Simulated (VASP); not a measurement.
# CsPbBr3 (Pm-3m) in VASP: single point with HSE06

Aim: the single point of CsPbBr3 with HSE06.

Everything below comes from runs of VASP 6.6.1. Logs are shortened: lines on timing, memory, paths and dates and some standing lists are left out, and cuts for length are marked.

## (1) The cell of the first run

It takes space group Pm-3m (No. 221, cubic). The conventional cell has a = 5.882 Å, b = 5.882 Å, c = 5.882 Å, α = 90.00°, β = 90.00°, γ = 90.00°. Within 5.5 Å of Cs (site symmetry m-3m) lie 12 Br at 4.16 Å and 8 Pb at 5.09 Å. Pb (site symmetry m-3m) has 6 Br at 2.94 Å within 3.9 Å. Within 3.9 Å of Br (site symmetry 4/mmm) lie 2 Pb at 2.94 Å.

## (2) Single point, HSE06

POSCAR

```
CsPbBr3
1.0
   11.7633300000      0.0000000000      0.0000000000
    0.0000000000     11.7633300000      0.0000000000
    0.0000000000      0.0000000000     11.7633300000
Cs Pb Br
8 8 24
Direct
    0.0000000000      0.0000000000      0.0000000000
    0.0000000000      0.0000000000      0.5000000000
    0.0000000000      0.5000000000      0.0000000000
    0.0000000000      0.5000000000      0.5000000000
    0.5000000000      0.0000000000      0.0000000000
    0.5000000000      0.0000000000      0.5000000000
    0.5000000000      0.5000000000      0.0000000000
    0.5000000000      0.5000000000      0.5000000000
    0.2500000000      0.2500000000      0.2500000000
    0.2500000000      0.2500000000      0.7500000000
    0.2500000000      0.7500000000      0.2500000000
    0.2500000000      0.7500000000      0.7500000000
    0.7500000000      0.2500000000      0.2500000000
    0.7500000000      0.2500000000      0.7500000000
    0.7500000000      0.7500000000      0.2500000000
    0.7500000000      0.7500000000      0.7500000000
    0.2500000000      0.2500000000      0.0000000000
    0.2500000000      0.2500000000      0.5000000000
    0.2500000000      0.7500000000      0.0000000000
    0.2500000000      0.7500000000      0.5000000000
    0.7500000000      0.2500000000      0.0000000000
    0.7500000000      0.2500000000      0.5000000000
    0.7500000000      0.7500000000      0.0000000000
    0.7500000000      0.7500000000      0.5000000000
    0.0000000000      0.2500000000      0.2500000000
    0.0000000000      0.2500000000      0.7500000000
    0.0000000000      0.7500000000      0.2500000000
    0.0000000000      0.7500000000      0.7500000000
    0.5000000000      0.2500000000      0.2500000000
    0.5000000000      0.2500000000      0.7500000000
    0.5000000000      0.7500000000      0.2500000000
    0.5000000000      0.7500000000      0.7500000000
    0.2500000000      0.0000000000      0.2500000000
    0.2500000000      0.0000000000      0.7500000000
    0.2500000000      0.5000000000      0.2500000000
    0.2500000000      0.5000000000      0.7500000000
    0.7500000000      0.0000000000      0.2500000000
    0.7500000000      0.0000000000      0.7500000000
    0.7500000000      0.5000000000      0.2500000000
    0.7500000000      0.5000000000      0.7500000000
```

INCAR.step1

```
SYSTEM = CsPbBr3
ALGO = Normal
EDIFF = 1E-5
ENCUT = 400
GGA = PE
GGA_COMPAT = .False.
ISIF = 2
ISMEAR = -1
LASPH = .True.
LCHARG = .False.
LREAL = Auto
LWAVE = .True.
NBANDS = 202
NCORE = 4
NELM = 120
PREC = Accurate
SIGMA = 0.05
```

INCAR.step2

```
SYSTEM = CsPbBr3
ALGO = Normal
EDIFF = 1E-6
ENCUT = 400
GGA = PE
GGA_COMPAT = .False.
HFSCREEN = 0.2079
ISIF = 2
ISMEAR = -1
ISTART = 1
LASPH = .True.
LCHARG = .False.
LHFCALC = .True.
LREAL = Auto
LWAVE = .False.
NBANDS = 202
NCORE = 4
NELM = 120
PREC = Accurate
PRECFOCK = Fast
SIGMA = 0.05
```

KPOINTS

```
k-points
0
Gamma
  1 1 1
  0 0 0
```

Potentials or basis: VASP PAW PBE potentials, release 64 (Cs_sv, Pb_d, Br).

The run is started by

```console
$ cat potpaw_PBE.64/Cs_sv/POTCAR potpaw_PBE.64/Pb_d/POTCAR potpaw_PBE.64/Br/POTCAR > POTCAR
$ cp INCAR.step1 INCAR
$ mpirun -np 4 vasp_gam > vasp.out
$ cp INCAR.step2 INCAR
$ mpirun -np 4 vasp_gam > vasp.out
```

OUTCAR:

```text
SYSTEM = CsPbBr3
   EDIFF = 1E-6
   ENCUT = 400
   GGA = PE
   HFSCREEN = 0.2079
   ISIF = 2
   ISMEAR = -1
   ISTART = 1
   LASPH = .True.
   LHFCALC = .True.
   LREAL = Auto
   NELM = 120
   PREC = Accurate
   PRECFOCK = Fast

 ion  position               nearest neighbor table
   1  0.000  0.000  0.000-
   2  0.000  0.000  0.500-
   3  0.000  0.500  0.000-
   4  0.000  0.500  0.500-
   5  0.500  0.000  0.000-
   6  0.500  0.000  0.500-
   7  0.500  0.500  0.000-
   8  0.500  0.500  0.500-
   9  0.250  0.250  0.250-  17 2.94  18 2.94  25 2.94  29 2.94  33 2.94  35 2.94
  10  0.250  0.250  0.750-  17 2.94  18 2.94  26 2.94  30 2.94  34 2.94  36 2.94
  11  0.250  0.750  0.250-  19 2.94  20 2.94  27 2.94  31 2.94  33 2.94  35 2.94
  12  0.250  0.750  0.750-  19 2.94  20 2.94  28 2.94  32 2.94  34 2.94  36 2.94
  13  0.750  0.250  0.250-  21 2.94  22 2.94  25 2.94  29 2.94  37 2.94  39 2.94
  14  0.750  0.250  0.750-  21 2.94  22 2.94  26 2.94  30 2.94  38 2.94  40 2.94
  15  0.750  0.750  0.250-  23 2.94  24 2.94  27 2.94  31 2.94  37 2.94  39 2.94
  16  0.750  0.750  0.750-  23 2.94  24 2.94  28 2.94  32 2.94  38 2.94  40 2.94
  17  0.250  0.250  0.000-   9 2.94  10 2.94
  18  0.250  0.250  0.500-   9 2.94  10 2.94
  19  0.250  0.750  0.000-  11 2.94  12 2.94
  20  0.250  0.750  0.500-  11 2.94  12 2.94
  21  0.750  0.250  0.000-  13 2.94  14 2.94
  22  0.750  0.250  0.500-  13 2.94  14 2.94
[... 16 lines left out ...]
  39  0.750  0.500  0.250-  13 2.94  15 2.94
  40  0.750  0.500  0.750-  14 2.94  16 2.94

  LATTYP: Found a simple cubic cell.
 ALAT       =    11.7633300000

  Lattice vectors:

 A1 = (  11.7633300000,   0.0000000000,   0.0000000000)
 A2 = (   0.0000000000,  11.7633300000,   0.0000000000)
 A3 = (   0.0000000000,   0.0000000000,  11.7633300000)

Analysis of symmetry for initial positions (statically):
=====================================================================
 Subroutine PRICEL returns following result:

  LATTYP: Found a simple cubic cell.
 ALAT       =     5.8816650000

  Lattice vectors:

 A1 = (   5.8816650000,   0.0000000000,   0.0000000000)
 A2 = (   0.0000000000,   5.8816650000,   0.0000000000)
 A3 = (   0.0000000000,   0.0000000000,   5.8816650000)

   8 primitive cells build up your supercell.

 Routine SETGRP: Setting up the symmetry group for a
 simple cubic supercell.

 Subroutine GETGRP returns: Found 48 space group operations
 (whereof 48 operations were pure point group operations)
 out of a pool of 48 trial point group operations.

The static configuration has the point symmetry O_h .

Analysis of symmetry for dynamics (positions and initial velocities):
=====================================================================
 Subroutine PRICEL returns following result:

  LATTYP: Found a simple cubic cell.
 ALAT       =     5.8816650000

  Lattice vectors:

 A1 = (   5.8816650000,   0.0000000000,   0.0000000000)
 A2 = (   0.0000000000,   5.8816650000,   0.0000000000)
 A3 = (   0.0000000000,   0.0000000000,   5.8816650000)

   8 primitive cells build up your supercell.

 Routine SETGRP: Setting up the symmetry group for a
 simple cubic supercell.

 Subroutine GETGRP returns: Found 48 space group operations
 (whereof 48 operations were pure point group operations)
 out of a pool of 48 trial point group operations.

The dynamic configuration has the point symmetry O_h .

 Subroutine INISYM returns: Found 48 space group operations
 (whereof 48 operations are pure point group operations),
 and found     8 'primitive' translations

----------------------------------------------------------------------------------------

                                     Primitive cell

  volume of cell :     203.4702

  direct lattice vectors                    reciprocal lattice vectors
     5.881665000  0.000000000  0.000000000     0.170019884  0.000000000  0.000000000
     0.000000000  5.881665000  0.000000000     0.000000000  0.170019884  0.000000000
     0.000000000  0.000000000  5.881665000     0.000000000  0.000000000  0.170019884

  length of vectors
     5.881665000  5.881665000  5.881665000     0.170019884  0.170019884  0.170019884

  position of ions in fractional coordinates (direct lattice)
     0.000000000  0.000000000  0.000000000
     0.500000000  0.500000000  0.500000000
     0.500000000  0.500000000  0.000000000
     0.000000000  0.500000000  0.500000000
     0.500000000  0.000000000  0.500000000

  ion indices of the primitive-cell ions
   primitive index   ion index
                 1           1
                 2           9
                 3          17
                 4          25
                 5          33

----------------------------------------------------------------------------------------

 KPOINTS: k-points

Automatic generation of k-mesh.
 Grid dimensions read from file:
 generate k-points for:    1    1    1

 Generating k-lattice:

  Cartesian coordinates                     Fractional coordinates (reciprocal lattice)
     0.085009942  0.000000000  0.000000000     1.000000000  0.000000000  0.000000000
     0.000000000  0.085009942  0.000000000     0.000000000  1.000000000  0.000000000
     0.000000000  0.000000000  0.085009942     0.000000000  0.000000000  1.000000000

  Length of vectors
     0.085009942  0.085009942  0.085009942

  Shift w.r.t. Gamma in fractional coordinates (k-lattice)
     0.000000000  0.000000000  0.000000000

 Subroutine IBZKPT returns following result:
 ===========================================

 Found      1 irreducible k-points:

 Following reciprocal coordinates:
            Coordinates               Weight
  0.000000  0.000000  0.000000      1.000000
   k-points           NKPTS =      1   k-points in BZ     NKDIM =      1   number of bands    NBANDS=    202
   number of dos      NEDOS =    301   number of ions     NIONS =     40
   total plane-waves  NPLWV = 512000
   dimension x,y,z NGX =    80 NGY =   80 NGZ =   80
   dimension x,y,z NGXF=   160 NGYF=  160 NGZF=  160
   ions per type =               8   8  24
   NGX,Y,Z   is equivalent  to a cutoff of  11.31, 11.31, 11.31 a.u.
   NGXF,Y,Z  is equivalent  to a cutoff of  22.61, 22.61, 22.61 a.u.
 SYSTEM =  CsPbBr3
   PREC   = accura    normal or accurate (medium, high low for compatibility)
   ISTART =      1    job   : 0-new  1-cont  2-samecut
   ICHARG =      0    charge: 1-file 2-atom 10-const
   ISPIN  =      1    spin polarized calculation?
   LNONCOLLINEAR =      F non collinear calculations
   LSORBIT =      F    spin-orbit coupling
   LASPH  =      T    aspherical Exc in radial PAW
   ENCUT  =  400.0 eV  29.40 Ry    5.42 a.u.  19.18 19.18 19.18*2*pi/ulx,y,z
   NELM   =    120;   NELMIN=  2; NELMDL=  0     # of ELM steps
   EDIFF  = 0.1E-05   stopping-criterion for ELM
   LREAL  =      T    real-space projection
   EDIFFG = 0.1E-04   stopping-criterion for IOM
   NSW    =      0    number of steps for IOM
   IBRION =     -1    ionic relax: 0-MD 1-quasi-New 2-CG
   NFREE  =      0    steps in history (QN), initial steepest desc. (CG)
   ISIF   =      2    stress and relaxation
   ISYM   =      3    0-nonsym 1-usesym 2-fastsym
   POTIM  = 0.5000    time-step for ionic-motion
   TEBEG  =    0.0;   TEEND  =   0.0 temperature during run
   PSTRESS=    0.0 pullay stress
   NELECT =     352.0000    total number of electrons
   NUPDOWN=      -1.0000    fix difference up-down
   EMIN   =  10.00;   EMAX   =-10.00  energy-range for DOS
   EFERMI =   0.00;   METHOD = LEGACY
   ISMEAR =    -1;   SIGMA  =   0.05  broadening in eV -4-tet -1-fermi 0-gaus
   EFERMI_NEDOS =   21; number of points for ismear=-14 and -15
   IALGO  =     38    algorithm
   IMIX   =      1    mixing-type and parameters
     AMIX     =   0.40;   BMIX     =  1.00
     AMIX_MAG =   1.60;   BMIX_MAG =  1.00
  volume/ion in A,a.u.               =      40.69       274.62
  Fermi-wavevector in a.u.,A,eV,Ry     =   0.982635  1.856910 13.137391  0.965571
  Thomas-Fermi vector in A             =   2.113732
   LORBIT       =      0    0 simple, 1 ext, 2 COOP (PROOUT), +10 PAW based schemes
   GGA     = PE    functional components
   LHFCALC =     T    Hartree Fock is set to
   PRECFOCK=fast      Normal, Fast or Accurate (Low or Medium for compatibility)
   ENCUT4O =  -1.0   cutoff for four orbital integrals eV
   NKREDX  =     1    reduce k-point grid by
   NKREDY  =     1    reduce k-point grid by
   NKREDZ  =     1    reduce k-point grid by
   AEXX    =    0.2500 exact exchange contribution
   HFSCREEN=    0.2079 screening length (either q_TF or 0.3 A-1)
   HFSCREENC=   0.2079 screening length for correlation (either q_TF or 0.3 A-1)
   ENCUTFOCK=  -1.0 apply spherical cutoff to Coloumb kernel
   IVDW    =     0    specifies the selected vdW correction
   LEPSILON=     F    determine dielectric tensor
   LRPA    =     F    only Hartree local field effects (RPA)
 non-spin polarized calculation
  energy-cutoff  :      400.00
  volume of cell :     1627.76
 maximum number of plane-waves:     14712
 NGX is ok and might be reduce to    80
  NGX = 40; NGY = 40; NGZ = 40

 number of electron     352.0000110 magnetization

 Free energy of the ion-electron system (eV)
  ---------------------------------------------------
  ext. energy  EPLUGINS =         0.00000000
  ---------------------------------------------------
  free energy    TOTEN  =      -145.84455191 eV

  energy without entropy =     -145.84455191  energy(sigma->0) =     -145.84455191

 E-fermi :   1.8556     XC(G=0):  -6.3797

 val. band max:        0.7650826309   @ k =   0.0000   0.0000   0.0000
 cond. band min:       3.0003284501   @ k =   0.0000   0.0000   0.0000
 fundamental gap:      2.2352458192
 Fermi energy:         1.8556389053

 k-point     1 :       0.0000    0.0000    0.0000
  band No.  band energies     occupation
      1     -22.3256      2.00000
      2     -22.3244      2.00000
      3     -22.3244      2.00000
      4     -22.3244      2.00000
      5     -22.3234      2.00000
      6     -22.3234      2.00000
[... 180 lines left out ...]
    187       4.0810      0.00000
    188       4.0810      0.00000
 [bands above 188 left out]

------------------------ aborting loop because EDIFF is reached ----------------------------------------

  FORCE on cell =-STRESS in cart. coord.  units (eV):
  Direction    XX          YY          ZZ          XY          YZ          ZX
  --------------------------------------------------------------------------------------
  -------------------------------------------------------------------------------------
  Total       21.9031109     21.9031109     21.9031109      0.0000000     -0.0000000      0.0000000
  in kB       21.5588476     21.5588476     21.5588476      0.0000000     -0.0000000      0.0000000
  external PRESSURE =      21.5588476 kB  Pullay stress =       0.0000000 kB

 VOLUME and BASIS-vectors are now :
 -----------------------------------------------------------------------------
  energy-cutoff  :      400.00
  volume of cell :     1627.76
      direct lattice vectors                 reciprocal lattice vectors
    11.763330000  0.000000000  0.000000000     0.085009942  0.000000000  0.000000000
     0.000000000 11.763330000  0.000000000     0.000000000  0.085009942  0.000000000
     0.000000000  0.000000000 11.763330000     0.000000000  0.000000000  0.085009942

 POSITION                                       TOTAL-FORCE (eV/Angst)
 -----------------------------------------------------------------------------------
      0.00000      0.00000      0.00000         0.000000      0.000000      0.000000
      0.00000      0.00000      5.88166        -0.000000      0.000000     -0.000000
      0.00000      5.88166      0.00000        -0.000000      0.000000      0.000000
      0.00000      5.88166      5.88166        -0.000000     -0.000000      0.000000
      5.88166      0.00000      0.00000         0.000000     -0.000000     -0.000000
      5.88166      0.00000      5.88166        -0.000000     -0.000000     -0.000000
[... 32 lines left out ...]
      8.82250      5.88166      2.94083         0.000000     -0.000000      0.000000
      8.82250      5.88166      8.82250         0.000000      0.000000     -0.000000
 -----------------------------------------------------------------------------------
    total drift:                               -0.000003     -0.000009     -0.000004

  FREE ENERGIE OF THE ION-ELECTRON SYSTEM (eV)
  ---------------------------------------------------
  free  energy   TOTEN  =      -145.8445519145 eV

  energy  without entropy=     -145.8445519129  energy(sigma->0) =     -145.84455191
```

Wall time 8.9 min (4 MPI ranks of Intel Xeon Platinum 8559C (Emerald Rapids), shared host); peak memory 0.5 GiB.

What came out:

| Quantity | Value |
| --- | --- |
| Free energy | -145.8446 eV |
| Pressure | 2.2 GPa |
| Band gap on the k mesh | 2.24 eV |

Levels at points of the mesh, in eV from the valence-band top:
```tsv
k point	band 172	band 173	band 174	band 175	band 176	band 177	band 178	band 179	band 180	band 181
(0.00, 0.00, 0.00)	-1.61	-0.78	-0.78	-0.78	0.00	2.24	2.24	2.24	2.80	2.80
```

Caveat: the k points lie up to 0.53 Å⁻¹ apart; the PAW data sets were made with another functional, which shifts forces and pressure a little; spin-orbit coupling is left out, which moves the levels of the heavy elements.
